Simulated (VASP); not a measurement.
# Cd2Ru (P6/mmm) in VASP: a series of runs, part 2 of 2

VASP 6.6.1. The steps go on from the part before.

## 3. Relaxation of cell and atoms, r2SCAN

This run uses another cell than the first one, of 17.42 Å³/atom, 0.918 times its volume.

The input, POSCAR:

```
Cd2Ru
1.0
    4.6701336259      0.0000000000      0.0000000000
   -2.3350668129      4.0444543591      0.0000000000
    0.0000000000      0.0000000000      2.7661927273
Cd Ru
2 1
Direct
    0.3333333333      0.6666666667      0.5000000000
    0.6666666667      0.3333333333      0.5000000000
    0.0000000000      0.0000000000      0.0000000000
```

The input, INCAR.step1:

```
SYSTEM = Cd2Ru
  PREC = Accurate
  ENCUT = 600
  ISMEAR = 0
  SIGMA = 0.1
  LREAL = .FALSE.
  LASPH = .TRUE.
  NELM = 80
  GGA = PE
  ALGO = Normal
  EDIFF = 1E-4
  LWAVE = .TRUE.
  LCHARG = .FALSE.
```

The input, INCAR.step2:

```
SYSTEM = Cd2Ru
  PREC = Accurate
  ENCUT = 600
  EDIFF = 1E-7
  ISMEAR = 0
  SIGMA = 0.1
  LREAL = .FALSE.
  LASPH = .TRUE.
  NELM = 80
  ALGO = Normal
  ISIF = 3
  LWAVE = .FALSE.
  LCHARG = .FALSE.
  METAGGA = R2SCAN
  LMIXTAU = .TRUE.
  IBRION = 2
  NSW = 90
  EDIFFG = -0.04
  ISTART = 1
```

The input, KPOINTS:

```
Automatic mesh
0
G
  6 6 6
  0 0 0
```

Potentials or basis: VASP PAW PBE potentials, release 64 (Cd, Ru_pv).

On the command line:

```bash
$ cat potpaw_PBE.64/Cd/POTCAR potpaw_PBE.64/Ru_pv/POTCAR > POTCAR
$ cp INCAR.step1 INCAR
$ mpirun -np 1 vasp_std > vasp.out
$ cp INCAR.step2 INCAR
$ mpirun -np 1 vasp_std > vasp.out
```

OUTCAR:

```text
SYSTEM = Cd2Ru
   PREC = Accurate
   ENCUT = 600
   EDIFF = 1E-7
   ISMEAR = 0
   LREAL = .FALSE.
   LASPH = .TRUE.
   NELM = 80
   ISIF = 3
   METAGGA = R2SCAN
   IBRION = 2
   NSW = 90
   EDIFFG = -0.04
   ISTART = 1

 ion  position               nearest neighbor table
   1  0.333  0.667  0.500-   2 2.70   2 2.70   2 2.70   3 3.03   3 3.03   3 3.03   3 3.03   3 3.03
                             3 3.03
   2  0.667  0.333  0.500-   1 2.70   1 2.70   1 2.70   3 3.03   3 3.03   3 3.03   3 3.03   3 3.03
                             3 3.03
   3  0.000  0.000  0.000-   1 3.03   2 3.03   1 3.03   2 3.03   1 3.03   1 3.03   2 3.03   2 3.03
                             2 3.03   2 3.03   1 3.03   1 3.03

  LATTYP: Found a hexagonal cell.
 ALAT       =     4.6701336259
 C/A-ratio  =     0.5923155415

  Lattice vectors:

 A1 = (   4.6701336259,   0.0000000000,   0.0000000000)
 A2 = (  -2.3350668129,   4.0444543591,   0.0000000000)
 A3 = (   0.0000000000,   0.0000000000,   2.7661927273)

Analysis of symmetry for initial positions (statically):
=====================================================================
 Subroutine PRICEL returns:
 Original cell was already a primitive cell.

 Routine SETGRP: Setting up the symmetry group for a
 hexagonal supercell.

 Subroutine GETGRP returns: Found 24 space group operations
 (whereof 24 operations were pure point group operations)
 out of a pool of 24 trial point group operations.

The static configuration has the point symmetry D_6h.

Analysis of symmetry for dynamics (positions and initial velocities):
=====================================================================
 Subroutine PRICEL returns:
 Original cell was already a primitive cell.

 Routine SETGRP: Setting up the symmetry group for a
 hexagonal supercell.
[... 131 lines left out ...]
   LORBIT       =      0    0 simple, 1 ext, 2 COOP (PROOUT), +10 PAW based schemes
   METAGGA = R2SCAN    functional components
   LHFCALC =     F    Hartree Fock is set to
   AEXX    =    0.0000 exact exchange contribution
   IVDW    =     0    specifies the selected vdW correction
   LEPSILON=     F    determine dielectric tensor
   LRPA    =     F    only Hartree local field effects (RPA)
 conjugate gradient relaxation of ions
 non-spin polarized calculation
 Gauss-broadening in eV      SIGMA  =   0.10
  energy-cutoff  :      600.00
  volume of cell :       52.25
 maximum number of plane-waves:      1764
 NGX is ok and might be reduce to    40
   NGX = 19   NGY = 19   NGZ = 11

--------------------------------------- Ionic step        1  -------------------------------------------

 number of electron      37.9999993 magnetization

 Free energy of the ion-electron system (eV)
  ---------------------------------------------------
  ext. energy  EPLUGINS =         0.00000000
  ---------------------------------------------------
  free energy    TOTEN  =       -64.51077193 eV

  energy without entropy =      -64.50120502  energy(sigma->0) =      -64.50598847

------------------------ aborting loop because EDIFF is reached ----------------------------------------

  FORCE on cell =-STRESS in cart. coord.  units (eV):
  Direction    XX          YY          ZZ          XY          YZ          ZX
  --------------------------------------------------------------------------------------
  -------------------------------------------------------------------------------------
  Total        0.1450538      0.1450538      1.1667151      0.0000000     -0.0000000     -0.0000000
  in kB        4.4480343      4.4480343     35.7769820      0.0000000     -0.0000000     -0.0000000
  external PRESSURE =      14.8910169 kB  Pullay stress =       0.0000000 kB
[... 98 lines left out ...]
--------------------------------------- Ionic step        4  -------------------------------------------

 number of electron      37.9999995 magnetization

 Free energy of the ion-electron system (eV)
  ---------------------------------------------------
  ext. energy  EPLUGINS =         0.00000000
  ---------------------------------------------------
  free energy    TOTEN  =       -64.51809569 eV

  energy without entropy =      -64.51019205  energy(sigma->0) =      -64.51414387

 E-fermi :   5.3732     XC(G=0): -13.2318

 val. band max:        5.3530969811   @ k =   0.3333   0.1667   0.1667
 cond. band min:       5.4484104855   @ k =   0.3333   0.3333   0.5000
 fundamental gap:      0.0953135043
 Fermi energy:         5.3731764066

 k-point     1 :       0.0000    0.0000    0.0000
  band No.  band energies     occupation
      1     -38.0046      2.00000
      2     -37.9879      2.00000
      3     -37.9879      2.00000
      4      -5.0770      2.00000
      5      -4.4236      2.00000
      6      -4.1121      2.00000
[... 613 lines left out ...]
     22       9.4832      0.00000
     23      11.3770      0.00000

 [... further k-points ...]

------------------------ aborting loop because EDIFF is reached ----------------------------------------

  FORCE on cell =-STRESS in cart. coord.  units (eV):
  Direction    XX          YY          ZZ          XY          YZ          ZX
  --------------------------------------------------------------------------------------
  -------------------------------------------------------------------------------------
  Total        0.0905833      0.0905833     -0.0194639      0.0000000     -0.0000000     -0.0000000
  in kB        2.7514290      2.7514290     -0.5912077      0.0000000     -0.0000000     -0.0000000
  external PRESSURE =       1.6372168 kB  Pullay stress =       0.0000000 kB
[... 18 lines left out ...]
  FREE ENERGIE OF THE ION-ELECTRON SYSTEM (eV)
  ---------------------------------------------------
  free  energy   TOTEN  =       -64.5180956857 eV

  energy  without entropy=      -64.5101920463  energy(sigma->0) =      -64.51414387

 reached required accuracy - stopping structural energy minimisation
```

OUTCAR.step1:

```text
SYSTEM = Cd2Ru
   PREC = Accurate
   ENCUT = 600
   ISMEAR = 0
   LREAL = .FALSE.
   LASPH = .TRUE.
[... 853 lines left out ...]
     -0.00000      2.69630      1.38310         0.000000      0.000000     -0.000000
      2.33507      1.34815      1.38310        -0.000000      0.000000      0.000000
      0.00000      0.00000      0.00000        -0.000000     -0.000000      0.000000
 -----------------------------------------------------------------------------------
    total drift:                                0.000000     -0.000000      0.000000

  FREE ENERGIE OF THE ION-ELECTRON SYSTEM (eV)
  ---------------------------------------------------
  free  energy   TOTEN  =        -9.4885604780 eV

  energy  without entropy=       -9.4808919435  energy(sigma->0) =       -9.48472621
```

Wall time 3.5 min (1 thread of Intel Xeon 6975P-C (Granite Rapids), shared host); peak memory 0.23 GiB.

Results:

```
Free energy                            : -64.5181 eV
Relaxed volume                         : 17.58 Å³/atom
Relaxed cell                           : a = 4.660 Å, b = 4.660 Å, c = 2.805 Å, α = 90.00°, β = 90.00°, γ = 120.00°
Space group after relaxing (to 0.05 Å) : P6/mmm (No. 191)
Energy gained by relaxing              : 2.4 meV/atom
Ionic steps                            : 4
Pressure after relaxing                : 0.2 GPa
Band gap on the k mesh                 : zero (band 19 reaches 5.71 eV, above the bottom of band 20 at 4.82 eV)
```

Stress tensor (GPa, compression positive):
```
 0.28  0.00  0.00
 0.00  0.28  0.00
 0.00  0.00 -0.06
```

Step by step:
```tsv
step	energy change (eV)	largest force (eV/Å)	pressure (GPa)	volume (Å³)
1	0.0000	0.0000	1.49	52.25
2	-0.0039	0.0000	-1.60	53.48
3	-0.0067	0.0000	-0.44	52.99
4	-0.0073	0.0000	0.16	52.75
```

Final structure:
```
Cd Ru
1.0
     4.66018    0.00000    0.00000
    -2.33009    4.03584    0.00000
     0.00000    0.00000    2.80455
Cd Ru
2 1
Direct
  0.33333 0.66667 0.50000
  0.66667 0.33333 0.50000
  0.00000 0.00000 0.00000
```

Caveat: the k points lie up to 0.37 Å⁻¹ apart in the final cell; the PAW data sets were made with another functional, which shifts forces and pressure a little.

## 4. Single point, r2SCAN

This run uses another cell than the first one, of 17.47 Å³/atom, 0.921 times its volume.

The input, POSCAR:

```
Cd2Ru
1.0
    4.6576656084      0.0000000000      0.0000000000
   -2.3288328042      4.0336567392      0.0000000000
    0.0000000000      0.0000000000      2.7890341230
Cd Ru
2 1
Direct
    0.3333333333      0.6666666667      0.5000000000
    0.6666666667      0.3333333333      0.5000000000
    0.0000000000      0.0000000000      0.0000000000
```

The input, INCAR.step1:

```
SYSTEM = Cd2Ru
PREC = Accurate
ENCUT = 520
ISMEAR = 0
SIGMA = 0.1
LREAL = .False.
LASPH = .True.
NELM = 100
NBANDS = 26
GGA = PE
ALGO = Normal
EDIFF = 1E-4
LWAVE = .True.
LCHARG = .False.
```

The input, INCAR.step2:

```
SYSTEM = Cd2Ru
PREC = Accurate
ENCUT = 520
EDIFF = 1E-7
ISMEAR = 0
SIGMA = 0.1
LREAL = .False.
LASPH = .True.
NELM = 100
ALGO = Normal
ISIF = 2
LWAVE = .False.
LCHARG = .False.
METAGGA = R2SCAN
LMIXTAU = .True.
NBANDS = 26
ISTART = 1
```

The input, KPOINTS:

```
Automatic mesh
0
Gamma
  12 12 16
  0 0 0
```

On the command line:

```bash
$ cat potpaw_PBE.64/Cd/POTCAR potpaw_PBE.64/Ru_pv/POTCAR > POTCAR
$ cp INCAR.step1 INCAR
$ mpirun -np 1 vasp_std > vasp.out
$ cp INCAR.step2 INCAR
$ mpirun -np 1 vasp_std > vasp.out
```

It took 5.9 min on 1 thread of Intel Xeon 6975P-C (Granite Rapids), shared host; peak memory 0.34 GiB.

Results (log left out):

```
Free energy            : -64.4955 eV
Pressure               : 1.2 GPa
Band gap on the k mesh : zero (band 19 reaches 5.77 eV, above the bottom of band 20 at 4.75 eV)
```

Stress tensor (GPa, compression positive):
```
1.27 0.00 0.00
0.00 1.27 0.00
0.00 0.00 1.01
```

Levels at points of the mesh, in eV from the Fermi level:
```
           k point  band 17  band 18  band 19  band 20  band 21  band 22
(0.00, 0.00, 0.00)    -2.75     0.36     0.36     2.51     3.46     3.46
(0.50, 0.00, 0.00)    -1.29    -1.24    -1.20     0.24     0.38     3.66
(0.00, 0.00, 0.50)    -2.08    -0.59    -0.59     2.55     5.07     5.44
(0.50, 0.00, 0.50)    -0.75    -0.59    -0.57    -0.03     2.81     3.91
```

Caveat: the PAW data sets were made with another functional, which shifts forces and pressure a little.

## 5. The runs side by side

```csv
task,cell,k mesh,cutoff (eV),gap on the mesh (eV),pressure (GPa),relaxed volume (Å³/atom)
relaxation of cell and atoms,"relaxed from a = 3.933, b = 3.933, c = 4.247 Å, angles 90.0, 90.0, 120.0°, 3 atoms",6 × 6 × 4,600,none,0.2,17.53
relaxation of cell and atoms,"relaxed from a = 4.670, b = 4.670, c = 2.766 Å, angles 90.0, 90.0, 120.0°, 3 atoms",6 × 6 × 6,600,none,0.2,17.58
single point,"a = 4.658, b = 4.658, c = 2.789 Å, angles 90.0, 90.0, 120.0°, 3 atoms",12 × 12 × 16,520,none,1.2,-
```

Alike in all rows: level r2SCAN; potentials or basis VASP PAW PBE potentials, release 64 (Cd, Ru_pv); no spin polarisation; smearing gaussian 0.1 eV.

Caveats: some runs use coarse meshes; the PAW data sets were made with another functional, which shifts forces and pressure a little.

Total energies depend on the potentials used, so only differences within one code and one set of settings carry meaning.
